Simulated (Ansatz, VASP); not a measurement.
**One calculation of TiO2, two programs**

```
CELL_PARAMETERS angstrom
2.69926 -2.69933 -0.02014
2.69926 2.69933 -0.02014
-2.66264 0.00000 4.90986
ATOMIC_POSITIONS crystal
Ti 0.12501 0.87499 0.25000
Ti 0.87499 0.12501 0.75000
O 0.33636 0.08638 0.67273
O 0.66364 0.91362 0.32727
O 0.91362 0.66364 0.82727
O 0.08638 0.33636 0.17273
```

Alike in both runs: task single point; functional PBE; k mesh 6 × 6 × 6; occupations gaussian, width 0.05 eV; no spin polarisation; Hubbard terms Ti d U = 4.0 eV.

|  | VASP | Ansatz |
| --- | --- | --- |
| version | VASP 6.6.1 | Ansatz 0.2.0 |
| potentials or method | VASP PAW PBE potentials, release 64 (Ti_sv, O), cutoff 520 eV | scalar-relativistic, plane waves, PAW |
| valence electrons in the cell | 48 | 48 |

|  | VASP | Ansatz | Ansatz less VASP |
| --- | --- | --- | --- |
| gap on the k mesh at the Fermi level (eV) | 2.47 | 2.41 | -0.058 |
| least direct gap on the mesh (eV) | 2.91 | 2.84 | -0.070 |
| pressure (GPa) | 1.8 | -2.3 | -4.09 |
| traceless stress, the component that is largest in VASP (GPa) | -6.53 | -5.23 | +1.294 |
| rms of the force components (eV/Å) | 0.305 | 0.359 | +0.0539 |

The programs project onto different local orbitals, so the same U acts differently, and such runs can settle in different states. Atom by atom the forces differ by 0.054 eV/Å (rms over components).
